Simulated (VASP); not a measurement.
# RbCl (Fm-3m) in VASP: a series of runs

Runs on RbCl. Level: PBE. Tasks: single point.

All numbers are computed with VASP 6.6.1; they aren't measurements. Logs are shortened: lines on timing, memory, paths and dates and some standing lists are left out, and cuts for length are marked.

**1. The cell of the first run**

Symmetry: Fm-3m, No. 225, cubic system. The conventional cell has a = 6.698 Å, b = 6.698 Å, c = 6.698 Å, α = 90.00°, β = 90.00°, γ = 90.00°. Rb (site symmetry m-3m) has 6 Cl at 3.35 Å within 4.4 Å. Cl (site symmetry m-3m) has 6 Rb at 3.35 Å within 4.4 Å.

**2. Single point, PBE**

File INCAR:

```
ALGO = Normal
EDIFF = 1E-6
ENCUT = 500
GGA = PE
GGA_COMPAT = False
ISIF = 2
ISMEAR = 0
LASPH = True
LCHARG = False
LREAL = False
LWAVE = False
NBANDS = 15
NELM = 120
PREC = Accurate
SIGMA = 0.02
```

File KPOINTS:

```
k-points
0
Gamma
  6 6 6
```

File POSCAR:

```
RbCl
1.0
    0.0000000000      3.3491260091      3.3491260091
    3.3491260091      0.0000000000      3.3491260091
    3.3491260091      3.3491260091      0.0000000000
Rb Cl
1 1
Direct
    0.0000000000      0.0000000000      0.0000000000
    0.5000000000      0.5000000000      0.5000000000
```

Potentials or basis: VASP PAW PBE potentials, release 64 (Rb_sv, Cl).

Run with:

```bash
cat potpaw_PBE.64/Rb_sv/POTCAR potpaw_PBE.64/Cl/POTCAR > POTCAR
mpirun -np 1 vasp_std > vasp.out
```

OUTCAR:

```text
EDIFF = 1E-6
   ENCUT = 500
   GGA = PE
   ISIF = 2
   ISMEAR = 0
   LASPH = True
   LREAL = False
   NELM = 120
   PREC = Accurate

 ion  position               nearest neighbor table
   1  0.000  0.000  0.000-   2 3.35   2 3.35   2 3.35   2 3.35   2 3.35   2 3.35
   2  0.500  0.500  0.500-   1 3.35   1 3.35   1 3.35   1 3.35   1 3.35   1 3.35

  LATTYP: Found a face centered cubic cell.
 ALAT       =     6.6982520182

  Lattice vectors:

 A1 = (   0.0000000000,   3.3491260091,   3.3491260091)
 A2 = (   3.3491260091,   0.0000000000,   3.3491260091)
 A3 = (   3.3491260091,   3.3491260091,   0.0000000000)

Analysis of symmetry for initial positions (statically):
=====================================================================
 Subroutine PRICEL returns:
 Original cell was already a primitive cell.

 Routine SETGRP: Setting up the symmetry group for a
 face centered cubic supercell.

 Subroutine GETGRP returns: Found 48 space group operations
 (whereof 48 operations were pure point group operations)
 out of a pool of 48 trial point group operations.

The static configuration has the point symmetry O_h .

Analysis of symmetry for dynamics (positions and initial velocities):
=====================================================================
 Subroutine PRICEL returns:
 Original cell was already a primitive cell.

 Routine SETGRP: Setting up the symmetry group for a
 face centered cubic supercell.

 Subroutine GETGRP returns: Found 48 space group operations
 (whereof 48 operations were pure point group operations)
 out of a pool of 48 trial point group operations.

The dynamic configuration has the point symmetry O_h .

 Subroutine INISYM returns: Found 48 space group operations
 (whereof 48 operations are pure point group operations),
 and found     1 'primitive' translations

----------------------------------------------------------------------------------------

                                     Primitive cell

  volume of cell :      75.1319

  direct lattice vectors                    reciprocal lattice vectors
     0.000000000  3.349126009  3.349126009    -0.149292681  0.149292681  0.149292681
     3.349126009  0.000000000  3.349126009     0.149292681 -0.149292681  0.149292681
     3.349126009  3.349126009  0.000000000     0.149292681  0.149292681 -0.149292681

  length of vectors
     4.736379424  4.736379424  4.736379424     0.258582508  0.258582508  0.258582508

  position of ions in fractional coordinates (direct lattice)
     0.000000000  0.000000000  0.000000000
     0.500000000  0.500000000  0.500000000

  ion indices of the primitive-cell ions
   primitive index   ion index
                 1           1
                 2           2

----------------------------------------------------------------------------------------

 KPOINTS: k-points

Automatic generation of k-mesh.
 Grid dimensions read from file:
 generate k-points for:    6    6    6

 Generating k-lattice:

  Cartesian coordinates                     Fractional coordinates (reciprocal lattice)
    -0.024882113  0.024882113  0.024882113     0.166666667  0.000000000  0.000000000
     0.024882113 -0.024882113  0.024882113     0.000000000  0.166666667  0.000000000
     0.024882113  0.024882113 -0.024882113     0.000000000  0.000000000  0.166666667

  Length of vectors
     0.043097085  0.043097085  0.043097085

  Shift w.r.t. Gamma in fractional coordinates (k-lattice)
     0.000000000  0.000000000  0.000000000

 Subroutine IBZKPT returns following result:
 ===========================================

 Found     16 irreducible k-points:

 Following reciprocal coordinates:
            Coordinates               Weight
  0.000000  0.000000  0.000000      1.000000
  0.166667  0.000000  0.000000      8.000000
  0.333333  0.000000  0.000000      8.000000
  0.500000  0.000000  0.000000      4.000000
  0.166667  0.166667  0.000000      6.000000
  0.333333  0.166667  0.000000     24.000000
[... 8 lines left out ...]
 -0.333333  0.333333  0.166667     24.000000
 -0.333333  0.500000  0.166667     12.000000
   k-points           NKPTS =     16   k-points in BZ     NKDIM =     16   number of bands    NBANDS=     15
   number of dos      NEDOS =    301   number of ions     NIONS =      2
   total plane-waves  NPLWV =  46656
   dimension x,y,z NGX =    36 NGY =   36 NGZ =   36
   dimension x,y,z NGXF=    72 NGYF=   72 NGZF=   72
   ions per type =               1   1
   NGX,Y,Z   is equivalent  to a cutoff of  12.64, 12.64, 12.64 a.u.
   NGXF,Y,Z  is equivalent  to a cutoff of  25.27, 25.27, 25.27 a.u.
 SYSTEM =  unknown system
   PREC   = accura    normal or accurate (medium, high low for compatibility)
   ISTART =      0    job   : 0-new  1-cont  2-samecut
   ICHARG =      2    charge: 1-file 2-atom 10-const
   ISPIN  =      1    spin polarized calculation?
   LNONCOLLINEAR =      F non collinear calculations
   LSORBIT =      F    spin-orbit coupling
   LASPH  =      T    aspherical Exc in radial PAW
   ENCUT  =  500.0 eV  36.75 Ry    6.06 a.u.   8.64  8.64  8.64*2*pi/ulx,y,z
   NELM   =    120;   NELMIN=  2; NELMDL= -5     # of ELM steps
   EDIFF  = 0.1E-05   stopping-criterion for ELM
   LREAL  =      F    real-space projection
   EDIFFG = 0.1E-04   stopping-criterion for IOM
   NSW    =      0    number of steps for IOM
   IBRION =     -1    ionic relax: 0-MD 1-quasi-New 2-CG
   NFREE  =      0    steps in history (QN), initial steepest desc. (CG)
   ISIF   =      2    stress and relaxation
   ISYM   =      2    0-nonsym 1-usesym 2-fastsym
   POTIM  = 0.5000    time-step for ionic-motion
   TEBEG  =    0.0;   TEEND  =   0.0 temperature during run
   PSTRESS=    0.0 pullay stress
   NELECT =      16.0000    total number of electrons
   NUPDOWN=      -1.0000    fix difference up-down
   EMIN   =  10.00;   EMAX   =-10.00  energy-range for DOS
   EFERMI =   0.00;   METHOD = LEGACY
   ISMEAR =     0;   SIGMA  =   0.02  broadening in eV -4-tet -1-fermi 0-gaus
   EFERMI_NEDOS =   21; number of points for ismear=-14 and -15
   IALGO  =     38    algorithm
   IMIX   =      4    mixing-type and parameters
     AMIX     =   0.40;   BMIX     =  1.00
     AMIX_MAG =   1.60;   BMIX_MAG =  1.00
  volume/ion in A,a.u.               =      37.57       253.51
  Fermi-wavevector in a.u.,A,eV,Ry     =   0.977627  1.847448 13.003839  0.955755
  Thomas-Fermi vector in A             =   2.108340
   LORBIT       =      0    0 simple, 1 ext, 2 COOP (PROOUT), +10 PAW based schemes
   GGA     = PE    functional components
   LHFCALC =     F    Hartree Fock is set to
   AEXX    =    0.0000 exact exchange contribution
   IVDW    =     0    specifies the selected vdW correction
   LEPSILON=     F    determine dielectric tensor
   LRPA    =     F    only Hartree local field effects (RPA)
 non-spin polarized calculation
 Gauss-broadening in eV      SIGMA  =   0.02
  energy-cutoff  :      500.00
  volume of cell :       75.13
 maximum number of plane-waves:      1932
 NGX is ok and might be reduce to    36
   NGX = 17   NGY = 17   NGZ = 17

 number of electron      16.0000000 magnetization

 Free energy of the ion-electron system (eV)
  ---------------------------------------------------
  ext. energy  EPLUGINS =         0.00000000
  ---------------------------------------------------
  free energy    TOTEN  =        -6.67584382 eV

  energy without entropy =       -6.67584382  energy(sigma->0) =       -6.67584382

 E-fermi :  -1.9839     XC(G=0):  -7.1417

 val. band max:       -2.0674454496   @ k =   0.0000   0.0000   0.0000
 cond. band min:       2.7654275521   @ k =   0.0000   0.0000   0.0000
 fundamental gap:      4.8328730017
 Fermi energy:        -1.9839141470

 k-point     1 :       0.0000    0.0000    0.0000
  band No.  band energies     occupation
      1     -26.1189      2.00000
      2     -14.0205      2.00000
      3     -10.1678      2.00000
      4     -10.1678      2.00000
      5     -10.1678      2.00000
      6      -2.0674      2.00000
      7      -2.0674      2.00000
      8      -2.0674      2.00000
      9       2.7654      0.00000
     10       5.8857      0.00000
     11       5.8857      0.00000
     12       5.8857      0.00000
     13       6.8356      0.00000
     14       6.8356      0.00000
     15       9.8690      0.00000

 k-point     2 :       0.1667    0.0000    0.0000
  band No.  band energies     occupation
      1     -26.1159      2.00000
      2     -14.0324      2.00000
      3     -10.1706      2.00000
      4     -10.1706      2.00000
      5     -10.1639      2.00000
      6      -2.3002      2.00000
      7      -2.1451      2.00000
      8      -2.1451      2.00000
      9       3.3532      0.00000
     10       5.7079      0.00000
     11       6.2121      0.00000
     12       6.2121      0.00000
     13       7.2076      0.00000
     14       7.2076      0.00000
     15      10.8761      0.00000

 k-point     3 :       0.3333    0.0000    0.0000
  band No.  band energies     occupation
      1     -26.1099      2.00000
      2     -14.0560      2.00000
      3     -10.1764      2.00000
      4     -10.1764      2.00000
      5     -10.1563      2.00000
      6      -2.6869      2.00000
      7      -2.2926      2.00000
      8      -2.2926      2.00000
      9       4.6478      0.00000
     10       5.6529      0.00000
     11       7.1067      0.00000
     12       7.1067      0.00000
     13       8.1563      0.00000
     14       8.1563      0.00000
     15      10.4211      0.00000
[... 199 lines left out ...]
 k-point    15 :      -0.3333    0.3333    0.1667
  band No.  band energies     occupation
      1     -26.1042      2.00000
      2     -14.0198      2.00000
      3     -10.2812      2.00000
      4     -10.2762      2.00000
      5     -10.1631      2.00000
      6      -2.5643      2.00000
      7      -2.3195      2.00000
      8      -2.3174      2.00000
      9       5.5302      0.00000
     10       5.5892      0.00000
     11       7.2413      0.00000
     12       7.2965      0.00000
     13       8.7060      0.00000
     14       9.2564      0.00000
     15       9.6901      0.00000

 k-point    16 :      -0.3333    0.5000    0.1667
  band No.  band energies     occupation
      1     -26.1033      2.00000
      2     -13.9968      2.00000
      3     -10.3459      2.00000
      4     -10.2822      2.00000
      5     -10.1836      2.00000
      6      -2.3924      2.00000
      7      -2.3530      2.00000
      8      -2.2457      2.00000
      9       4.8166      0.00000
     10       6.3338      0.00000
     11       6.4810      0.00000
     12       7.5368      0.00000
     13       8.5792      0.00000
     14       9.4355      0.00000
     15       9.8775      0.00000

------------------------ aborting loop because EDIFF is reached ----------------------------------------

  FORCE on cell =-STRESS in cart. coord.  units (eV):
  Direction    XX          YY          ZZ          XY          YZ          ZX
  --------------------------------------------------------------------------------------
  -------------------------------------------------------------------------------------
  Total       -0.0023760     -0.0023760     -0.0023760      0.0000000      0.0000000      0.0000000
  in kB       -0.0506682     -0.0506682     -0.0506682      0.0000000      0.0000000      0.0000000
  external PRESSURE =      -0.0506682 kB  Pullay stress =       0.0000000 kB

 VOLUME and BASIS-vectors are now :
 -----------------------------------------------------------------------------
  energy-cutoff  :      500.00
  volume of cell :       75.13
      direct lattice vectors                 reciprocal lattice vectors
     0.000000000  3.349126009  3.349126009    -0.149292681  0.149292681  0.149292681
     3.349126009  0.000000000  3.349126009     0.149292681 -0.149292681  0.149292681
     3.349126009  3.349126009  0.000000000     0.149292681  0.149292681 -0.149292681

 POSITION                                       TOTAL-FORCE (eV/Angst)
 -----------------------------------------------------------------------------------
      0.00000      0.00000      0.00000        -0.000000     -0.000000      0.000000
      3.34913      3.34913      3.34913         0.000000      0.000000     -0.000000
 -----------------------------------------------------------------------------------
    total drift:                                0.000000      0.000000      0.000000

  FREE ENERGIE OF THE ION-ELECTRON SYSTEM (eV)
  ---------------------------------------------------
  free  energy   TOTEN  =        -6.6758438250 eV

  energy  without entropy=       -6.6758438250  energy(sigma->0) =       -6.67584382
```

Wall time 30 s (1 thread of Intel Xeon 8259CL, shared host); peak memory 0.2 GiB.

Results:

```
Free energy            : -6.6758 eV
Pressure               : 0.0 GPa
Band gap on the k mesh : 4.83 eV, direct
```

Levels at points of the mesh, in eV from the valence-band top:
```csv
k point,band 4,band 5,band 6,band 7,band 8,band 9,band 10,band 11,band 12,band 13
"(0.00, 0.00, 0.00)",-8.10,-8.10,0.00,0.00,0.00,4.83,7.95,7.95,7.95,8.90
"(0.50, 0.00, 0.00)",-8.11,-8.09,-0.79,-0.30,-0.30,7.57,7.78,9.96,9.96,11.17
"(0.50, 0.50, 0.00)",-8.18,-8.18,-0.32,-0.10,-0.10,6.24,7.83,9.42,9.95,10.15
```

PBE gaps usually lie below the measured ones, often by a third to a half.

**3. Single point, PBE (volume scaled by 1.03)**

File INCAR:

```
ALGO = Normal ; EDIFF = 1E-6
ENCUT = 500 ; GGA = PE
GGA_COMPAT = False ; ISIF = 2
ISMEAR = 0 ; LASPH = True
LCHARG = False ; LREAL = False
LWAVE = False ; NBANDS = 15
NELM = 120 ; PREC = Accurate
SIGMA = 0.02
```

KPOINTS is that of step 2.

File POSCAR:

```
RbCl
1.0
    0.0000000000      3.3822878293      3.3822878293
    3.3822878293      0.0000000000      3.3822878293
    3.3822878293      3.3822878293      0.0000000000
Rb Cl
1 1
Direct
    0.0000000000      0.0000000000      0.0000000000
    0.5000000000      0.5000000000      0.5000000000
```

Potentials or basis: VASP PAW PBE potentials, release 64 (Rb_sv, Cl).

Run with:

```bash
cat potpaw_PBE.64/Rb_sv/POTCAR potpaw_PBE.64/Cl/POTCAR > POTCAR
mpirun -np 1 vasp_std > vasp.out
```

Run time: 31 s. Hardware: 1 thread of Intel Xeon 8259CL, shared host; peak memory 0.2 GiB.

It converged, with:

```
Free energy            : -6.6735 eV
Pressure               : -0.4 GPa
Band gap on the k mesh : 4.74 eV, direct
```

Levels at points of the mesh, in eV from the valence-band top:
```
           k point  band 4  band 5  band 6  band 7  band 8  band 9  band 10  band 11  band 12  band 13
(0.00, 0.00, 0.00)   -8.18   -8.18    0.00    0.00    0.00    4.74     7.93     7.93     7.93     8.86
(0.50, 0.00, 0.00)   -8.19   -8.17   -0.75   -0.27   -0.27    7.47     7.67     9.85     9.85    11.06
(0.50, 0.50, 0.00)   -8.25   -8.25   -0.32   -0.11   -0.11    6.25     7.70     9.26     9.88    10.01
```

[end of part 1 of 2]
